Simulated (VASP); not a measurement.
# AlP (F-43m) in VASP: further runs

AlP is run at these levels: PBE; tasks: single point.

Program: VASP 6.6.1. These are calculated values, not measurements. Logs are shortened: lines on timing, memory, paths and dates and some standing lists are left out, and cuts for length are marked.

## Step 1: The cell of the first run

Symmetry: F-43m, No. 216, cubic system. Conventional cell: a = 5.277 Å, b = 5.277 Å, c = 5.277 Å, α = 90.00°, β = 90.00°, γ = 90.00°. Within 3.0 Å of Al (site symmetry -43m) lie 4 P at 2.29 Å. Within 3.0 Å of P (site symmetry -43m) lie 4 Al at 2.29 Å.

## Step 2: Single point, PBE (volume scaled by 0.88)

The input, INCAR:

```
SYSTEM = AlP
PREC = Accurate
ENCUT = 500
EDIFF = 1E-6
ISMEAR = 0
SIGMA = 0.02
LREAL = .FALSE.
LASPH = .TRUE.
NELM = 120
ALGO = Normal
ISIF = 2
LWAVE = .FALSE.
LCHARG = .TRUE.
GGA = PE
LELF = .TRUE.
LVHAR = .TRUE.
NBANDS = 11
GGA_COMPAT = .FALSE.
```

The input, KPOINTS:

```
regular mesh
0
G
  8 8 8
  0 0 0
```

The input, POSCAR:

```
AlP
1.0
    0.0000000000      2.6385396381      2.6385396381
    2.6385396381      0.0000000000      2.6385396381
    2.6385396381      2.6385396381      0.0000000000
Al P
1 1
Direct
    0.0000000000      0.0000000000      0.0000000000
    0.2500000000      0.2500000000      0.2500000000
```

Potentials or basis: VASP PAW PBE potentials, release 64 (Al, P).

Run with:

```bash
$ cat potpaw_PBE.64/Al/POTCAR potpaw_PBE.64/P/POTCAR > POTCAR
$ mpirun -np 1 vasp_std > vasp.out
```

OUTCAR:

```text
SYSTEM = AlP
   PREC = Accurate
   ENCUT = 500
   EDIFF = 1E-6
   ISMEAR = 0
   LREAL = .FALSE.
   LASPH = .TRUE.
   NELM = 120
   ISIF = 2
   GGA = PE

 ion  position               nearest neighbor table
   1  0.000  0.000  0.000-   2 2.29   2 2.29   2 2.29   2 2.29
   2  0.250  0.250  0.250-   1 2.29   1 2.29   1 2.29   1 2.29

  LATTYP: Found a face centered cubic cell.
 ALAT       =     5.2770792762

  Lattice vectors:

 A1 = (   0.0000000000,   2.6385396381,   2.6385396381)
 A2 = (   2.6385396381,   0.0000000000,   2.6385396381)
 A3 = (   2.6385396381,   2.6385396381,   0.0000000000)

Analysis of symmetry for initial positions (statically):
=====================================================================
 Subroutine PRICEL returns:
 Original cell was already a primitive cell.

 Routine SETGRP: Setting up the symmetry group for a
 face centered cubic supercell.

 Subroutine GETGRP returns: Found 24 space group operations
 (whereof 24 operations were pure point group operations)
 out of a pool of 48 trial point group operations.

The static configuration has the point symmetry T_d .

Analysis of symmetry for dynamics (positions and initial velocities):
=====================================================================
 Subroutine PRICEL returns:
 Original cell was already a primitive cell.

 Routine SETGRP: Setting up the symmetry group for a
 face centered cubic supercell.

 Subroutine GETGRP returns: Found 24 space group operations
 (whereof 24 operations were pure point group operations)
 out of a pool of 48 trial point group operations.

The dynamic configuration has the point symmetry T_d .

 Subroutine INISYM returns: Found 24 space group operations
 (whereof 24 operations are pure point group operations),
 and found     1 'primitive' translations

----------------------------------------------------------------------------------------

                                     Primitive cell

  volume of cell :      36.7385

  direct lattice vectors                    reciprocal lattice vectors
     0.000000000  2.638539638  2.638539638    -0.189498764  0.189498764  0.189498764
     2.638539638  0.000000000  2.638539638     0.189498764 -0.189498764  0.189498764
     2.638539638  2.638539638  0.000000000     0.189498764  0.189498764 -0.189498764

  length of vectors
     3.731458541  3.731458541  3.731458541     0.328221487  0.328221487  0.328221487

  position of ions in fractional coordinates (direct lattice)
     0.000000000  0.000000000  0.000000000
     0.250000000  0.250000000  0.250000000

  ion indices of the primitive-cell ions
   primitive index   ion index
                 1           1
                 2           2

----------------------------------------------------------------------------------------

 KPOINTS: regular mesh

Automatic generation of k-mesh.
 Grid dimensions read from file:
 generate k-points for:    8    8    8

 Generating k-lattice:

  Cartesian coordinates                     Fractional coordinates (reciprocal lattice)
    -0.023687345  0.023687345  0.023687345     0.125000000  0.000000000  0.000000000
     0.023687345 -0.023687345  0.023687345     0.000000000  0.125000000  0.000000000
     0.023687345  0.023687345 -0.023687345     0.000000000  0.000000000  0.125000000

  Length of vectors
     0.041027686  0.041027686  0.041027686

  Shift w.r.t. Gamma in fractional coordinates (k-lattice)
     0.000000000  0.000000000  0.000000000

 Subroutine IBZKPT returns following result:
 ===========================================

 Found     29 irreducible k-points:

 Following reciprocal coordinates:
            Coordinates               Weight
  0.000000  0.000000  0.000000      1.000000
  0.125000  0.000000  0.000000      8.000000
  0.250000  0.000000  0.000000      8.000000
  0.375000  0.000000  0.000000      8.000000
  0.500000  0.000000  0.000000      4.000000
  0.125000  0.125000  0.000000      6.000000
[... 16 lines left out ...]
  0.500000  0.250000  0.125000     48.000000
 -0.375000  0.250000  0.125000     24.000000
 [... further k-points ...]
   k-points           NKPTS =     29   k-points in BZ     NKDIM =     29   number of bands    NBANDS=     11
   number of dos      NEDOS =    301   number of ions     NIONS =      2
   total plane-waves  NPLWV =  21952
   dimension x,y,z NGX =    28 NGY =   28 NGZ =   28
   dimension x,y,z NGXF=    56 NGYF=   56 NGZF=   56
   ions per type =               1   1
   NGX,Y,Z   is equivalent  to a cutoff of  12.47, 12.47, 12.47 a.u.
   NGXF,Y,Z  is equivalent  to a cutoff of  24.95, 24.95, 24.95 a.u.
 SYSTEM =  AlP
   PREC   = accura    normal or accurate (medium, high low for compatibility)
   ISTART =      0    job   : 0-new  1-cont  2-samecut
   ICHARG =      2    charge: 1-file 2-atom 10-const
   ISPIN  =      1    spin polarized calculation?
   LNONCOLLINEAR =      F non collinear calculations
   LSORBIT =      F    spin-orbit coupling
   LASPH  =      T    aspherical Exc in radial PAW
   ENCUT  =  500.0 eV  36.75 Ry    6.06 a.u.   6.80  6.80  6.80*2*pi/ulx,y,z
   NELM   =    120;   NELMIN=  2; NELMDL= -5     # of ELM steps
   EDIFF  = 0.1E-05   stopping-criterion for ELM
   LREAL  =      F    real-space projection
   EDIFFG = 0.1E-04   stopping-criterion for IOM
   NSW    =      0    number of steps for IOM
   IBRION =     -1    ionic relax: 0-MD 1-quasi-New 2-CG
   NFREE  =      0    steps in history (QN), initial steepest desc. (CG)
   ISIF   =      2    stress and relaxation
   ISYM   =      2    0-nonsym 1-usesym 2-fastsym
   POTIM  = 0.5000    time-step for ionic-motion
   TEBEG  =    0.0;   TEEND  =   0.0 temperature during run
   PSTRESS=    0.0 pullay stress
   NELECT =       8.0000    total number of electrons
   NUPDOWN=      -1.0000    fix difference up-down
   EMIN   =  10.00;   EMAX   =-10.00  energy-range for DOS
   EFERMI =   0.00;   METHOD = LEGACY
   ISMEAR =     0;   SIGMA  =   0.02  broadening in eV -4-tet -1-fermi 0-gaus
   EFERMI_NEDOS =   21; number of points for ismear=-14 and -15
   IALGO  =     38    algorithm
   IMIX   =      4    mixing-type and parameters
     AMIX     =   0.40;   BMIX     =  1.00
     AMIX_MAG =   1.60;   BMIX_MAG =  1.00
  volume/ion in A,a.u.               =      18.37       123.96
  Fermi-wavevector in a.u.,A,eV,Ry     =   0.984913  1.861216 13.198381  0.970054
  Thomas-Fermi vector in A             =   2.116181
   LORBIT       =      0    0 simple, 1 ext, 2 COOP (PROOUT), +10 PAW based schemes
   GGA     = PE    functional components
   LHFCALC =     F    Hartree Fock is set to
   AEXX    =    0.0000 exact exchange contribution
   IVDW    =     0    specifies the selected vdW correction
   LEPSILON=     F    determine dielectric tensor
   LRPA    =     F    only Hartree local field effects (RPA)
 non-spin polarized calculation
 Gauss-broadening in eV      SIGMA  =   0.02
  energy-cutoff  :      500.00
  volume of cell :       36.74
 maximum number of plane-waves:       950
   NGX = 13   NGY = 13   NGZ = 13

 number of electron       8.0000001 magnetization

 Free energy of the ion-electron system (eV)
  ---------------------------------------------------
  ext. energy  EPLUGINS =         0.00000000
  ---------------------------------------------------
  free energy    TOTEN  =       -10.18520448 eV

  energy without entropy =      -10.18520448  energy(sigma->0) =      -10.18520448

 E-fermi :   5.6687     XC(G=0):  -9.6123

 val. band max:        5.5634028678   @ k =   0.0000   0.0000   0.0000
 cond. band min:       6.9193214596   @ k =   0.5000   0.5000   0.0000
 fundamental gap:      1.3559185919
 Fermi energy:         5.6687073155

 k-point     1 :       0.0000    0.0000    0.0000
  band No.  band energies     occupation
      1      -6.5608      2.00000
      2       5.5634      2.00000
      3       5.5634      2.00000
      4       5.5634      2.00000
      5       9.7628      0.00000
      6      10.2634      0.00000
      7      10.2634      0.00000
      8      10.2634      0.00000
      9      14.5073      0.00000
     10      14.5073      0.00000
     11      16.6033      0.00000

 k-point     2 :       0.1250    0.0000    0.0000
  band No.  band energies     occupation
      1      -6.3677      2.00000
      2       4.2983      2.00000
      3       5.4007      2.00000
      4       5.4007      2.00000
      5       9.8037      0.00000
      6      10.5752      0.00000
      7      10.5752      0.00000
      8      11.1891      0.00000
      9      13.9810      0.00000
     10      13.9810      0.00000
     11      17.0960      0.00000

 k-point     3 :       0.2500    0.0000    0.0000
  band No.  band energies     occupation
      1      -5.8192      2.00000
      2       2.1918      2.00000
      3       5.0821      2.00000
      4       5.0821      2.00000
      5       9.2918      0.00000
      6      10.8562      0.00000
      7      10.8562      0.00000
      8      13.1912      0.00000
      9      14.0033      0.00000
     10      14.0033      0.00000
     11      16.3774      0.00000

 k-point     4 :       0.3750    0.0000    0.0000
  band No.  band energies     occupation
      1      -5.0637      2.00000
      2       0.3710      2.00000
      3       4.8310      2.00000
      4       4.8310      2.00000
      5       8.9000      0.00000
      6      10.5717      0.00000
      7      10.5717      0.00000
      8      14.1302      0.00000
      9      15.5625      0.00000
     10      15.5625      0.00000
     11      17.0101      0.00000
[... 239 lines left out ...]
 k-point    22 :       0.3750    0.2500    0.1250
  band No.  band energies     occupation
      1      -5.3518      2.00000
      2       1.9072      2.00000
      3       3.4549      2.00000
      4       4.5638      2.00000
      5       9.5105      0.00000
      6      10.6426      0.00000
      7      11.2354      0.00000
      8      12.7318      0.00000
      9      14.3316      0.00000
     10      16.9354      0.00000
     11      19.1027      0.00000

 k-point    23 :       0.5000    0.2500    0.1250
  band No.  band energies     occupation
      1      -4.6528      2.00000
      2       0.6470      2.00000
      3       2.8587      2.00000
      4       4.1265      2.00000
      5       9.5908      0.00000
      6      10.5609      0.00000
      7      11.8854      0.00000
      8      13.0176      0.00000
      9      15.5363      0.00000
     10      17.5391      0.00000
     11      18.9657      0.00000

 k-point    24 :      -0.3750    0.2500    0.1250
  band No.  band energies     occupation
      1      -4.2540      2.00000
      2      -0.0131      2.00000
      3       2.7302      2.00000
      4       3.9112      2.00000
      5       9.5745      0.00000
      6      10.2841      0.00000
      7      12.7707      0.00000
      8      13.6631      0.00000
      9      15.0530      0.00000
     10      17.4885      0.00000
     11      19.0619      0.00000

 [... further k-points ...]
[... 5 lines left out ...]
  --------------------------------------------------------------------------------------
  -------------------------------------------------------------------------------------
  Total        3.1365600      3.1365600      3.1365600     -0.0000000      0.0000000     -0.0000000
  in kB      136.7865239    136.7865239    136.7865239     -0.0000000      0.0000000     -0.0000000
  external PRESSURE =     136.7865239 kB  Pullay stress =       0.0000000 kB

 VOLUME and BASIS-vectors are now :
 -----------------------------------------------------------------------------
  energy-cutoff  :      500.00
  volume of cell :       36.74
      direct lattice vectors                 reciprocal lattice vectors
     0.000000000  2.638539638  2.638539638    -0.189498764  0.189498764  0.189498764
     2.638539638  0.000000000  2.638539638     0.189498764 -0.189498764  0.189498764
     2.638539638  2.638539638  0.000000000     0.189498764  0.189498764 -0.189498764

 POSITION                                       TOTAL-FORCE (eV/Angst)
 -----------------------------------------------------------------------------------
      0.00000      0.00000      0.00000         0.000000      0.000000      0.000000
      1.31927      1.31927      1.31927        -0.000000     -0.000000     -0.000000
 -----------------------------------------------------------------------------------
    total drift:                                0.000000      0.000000      0.000000

  FREE ENERGIE OF THE ION-ELECTRON SYSTEM (eV)
  ---------------------------------------------------
  free  energy   TOTEN  =       -10.1852044845 eV

  energy  without entropy=      -10.1852044845  energy(sigma->0) =      -10.18520448
```

Wall time 5.6 s (1 thread of Intel Xeon Platinum 8559C (Emerald Rapids), shared host); peak memory 0.15 GiB.

Results:

* Free energy: -10.1852 eV
* Pressure: 13.7 GPa
* Band gap on the k mesh: 1.36 eV, indirect (least direct gap 3.68 eV)

Levels at points of the mesh, in eV from the valence-band top:
```tsv
k point	band 1	band 2	band 3	band 4	band 5	band 6	band 7	band 8	band 9
(0.00, 0.00, 0.00)	-12.12	0.00	0.00	0.00	4.20	4.70	4.70	4.70	8.94
(0.50, 0.00, 0.00)	-10.18	-6.01	-0.82	-0.82	3.20	4.83	4.83	8.54	11.86
(0.50, 0.50, 0.00)	-9.41	-5.67	-2.32	-2.32	1.36	2.41	11.95	11.95	12.52
```

 A k mesh can miss the band edges.

## Step 3: Single point, PBE (volume scaled by 0.91)

The input, INCAR:

```
SYSTEM = AlP
ALGO = Normal
EDIFF = 1E-6
ENCUT = 500
GGA = PE
GGA_COMPAT = .False.
ISIF = 2
ISMEAR = 0
LASPH = .True.
LCHARG = .False.
LREAL = .False.
LWAVE = .False.
NBANDS = 11
NELM = 120
PREC = Accurate
SIGMA = 0.02
```

The input, KPOINTS:

```
k-points
0
Gamma
  8 8 8
  0 0 0
```

The input, POSCAR:

```
AlP
1.0
    0.0000000000      2.6681886325      2.6681886325
    2.6681886325      0.0000000000      2.6681886325
    2.6681886325      2.6681886325      0.0000000000
Al P
1 1
Direct
    0.0000000000      0.0000000000      0.0000000000
    0.2500000000      0.2500000000      0.2500000000
```

Potentials or basis: VASP PAW PBE potentials, release 64 (Al, P).

Run with:

```bash
$ cat potpaw_PBE.64/Al/POTCAR potpaw_PBE.64/P/POTCAR > POTCAR
$ mpirun -np 1 vasp_std > vasp.out
```

OUTCAR:

```text
SYSTEM = AlP
   EDIFF = 1E-6
   ENCUT = 500
   GGA = PE
   ISIF = 2
   ISMEAR = 0
   LASPH = .True.
   LREAL = .False.
   NELM = 120
   PREC = Accurate

 ion  position               nearest neighbor table
   1  0.000  0.000  0.000-   2 2.31   2 2.31   2 2.31   2 2.31
   2  0.250  0.250  0.250-   1 2.31   1 2.31   1 2.31   1 2.31

  LATTYP: Found a face centered cubic cell.
 ALAT       =     5.3363772650

  Lattice vectors:

 A1 = (   0.0000000000,   2.6681886325,   2.6681886325)
 A2 = (   2.6681886325,   0.0000000000,   2.6681886325)
 A3 = (   2.6681886325,   2.6681886325,   0.0000000000)
[... 512 lines left out ...]
      7      12.3422      0.00000
      8      13.1946      0.00000
      9      14.5604      0.00000
     10      17.0076      0.00000
     11      18.4746      0.00000

 [... further k-points ...]
[... 5 lines left out ...]
  --------------------------------------------------------------------------------------
  -------------------------------------------------------------------------------------
  Total        2.2320933      2.2320933      2.2320933      0.0000000     -0.0000000     -0.0000000
  in kB       94.1333115     94.1333115     94.1333115      0.0000000     -0.0000000     -0.0000000
  external PRESSURE =      94.1333115 kB  Pullay stress =       0.0000000 kB

 VOLUME and BASIS-vectors are now :
 -----------------------------------------------------------------------------
  energy-cutoff  :      500.00
  volume of cell :       37.99
      direct lattice vectors                 reciprocal lattice vectors
     0.000000000  2.668188633  2.668188633    -0.187393048  0.187393048  0.187393048
     2.668188633  0.000000000  2.668188633     0.187393048 -0.187393048  0.187393048
     2.668188633  2.668188633  0.000000000     0.187393048  0.187393048 -0.187393048

 POSITION                                       TOTAL-FORCE (eV/Angst)
 -----------------------------------------------------------------------------------
      0.00000      0.00000      0.00000         0.000000      0.000000      0.000000
      1.33409      1.33409      1.33409        -0.000000     -0.000000     -0.000000
 -----------------------------------------------------------------------------------
    total drift:                                0.000000      0.000000      0.000000

  FREE ENERGIE OF THE ION-ELECTRON SYSTEM (eV)
  ---------------------------------------------------
  free  energy   TOTEN  =       -10.2751551456 eV

  energy  without entropy=      -10.2751551456  energy(sigma->0) =      -10.27515515
```

OSZICAR:

```text
N       E                     dE             d eps       ncg     rms          rms(c)
DAV:   1     0.122819676006E+02    0.12282E+02   -0.29972E+03   638   0.529E+02
DAV:   2    -0.979059837428E+01   -0.22073E+02   -0.21280E+02   828   0.932E+01
DAV:   3    -0.106460166721E+02   -0.85542E+00   -0.85378E+00   816   0.172E+01
DAV:   4    -0.106529757535E+02   -0.69591E-02   -0.69583E-02   758   0.187E+00
DAV:   5    -0.106531128959E+02   -0.13714E-03   -0.13714E-03   798   0.250E-01    0.483E+00
DAV:   6    -0.103273658199E+02    0.32575E+00   -0.59054E-01   722   0.294E+00    0.313E+00
DAV:   7    -0.102747701524E+02    0.52596E-01   -0.24311E-01   776   0.204E+00    0.154E+00
DAV:   8    -0.102751075160E+02   -0.33736E-03   -0.15798E-02   761   0.629E-01    0.209E-01
DAV:   9    -0.102750253320E+02    0.82184E-04   -0.69987E-04   765   0.150E-01    0.784E-02
DAV:  10    -0.102751493096E+02   -0.12398E-03   -0.17107E-04   737   0.712E-02    0.884E-03
DAV:  11    -0.102751545820E+02   -0.52724E-05   -0.19729E-05   771   0.218E-02    0.145E-02
DAV:  12    -0.102751551456E+02   -0.56361E-06   -0.17995E-06   747   0.695E-03
   1 F= -.10275155E+02 E0= -.10275155E+02  d E =-.105618E-32
```

Wall time 5.3 s (1 thread of Intel Xeon Platinum 8559C (Emerald Rapids), shared host); peak memory 0.15 GiB.

What came out:

```
Free energy            : -10.2752 eV
Pressure               : 9.4 GPa
Band gap on the k mesh : 1.43 eV, indirect (least direct gap 3.68 eV)
```

Levels at points of the mesh, in eV from the valence-band top:
| k point | band 1 | band 2 | band 3 | band 4 | band 5 | band 6 | band 7 | band 8 | band 9 |
| --- | --- | --- | --- | --- | --- | --- | --- | --- | --- |
| (0.00, 0.00, 0.00) | -11.91 | 0.00 | 0.00 | 0.00 | 3.90 | 4.66 | 4.66 | 4.66 | 8.91 |
| (0.50, 0.00, 0.00) | -10.06 | -5.84 | -0.80 | -0.80 | 3.07 | 4.83 | 4.83 | 8.46 | 11.75 |
| (0.50, 0.50, 0.00) | -9.32 | -5.55 | -2.25 | -2.25 | 1.43 | 2.44 | 11.67 | 11.67 | 12.37 |
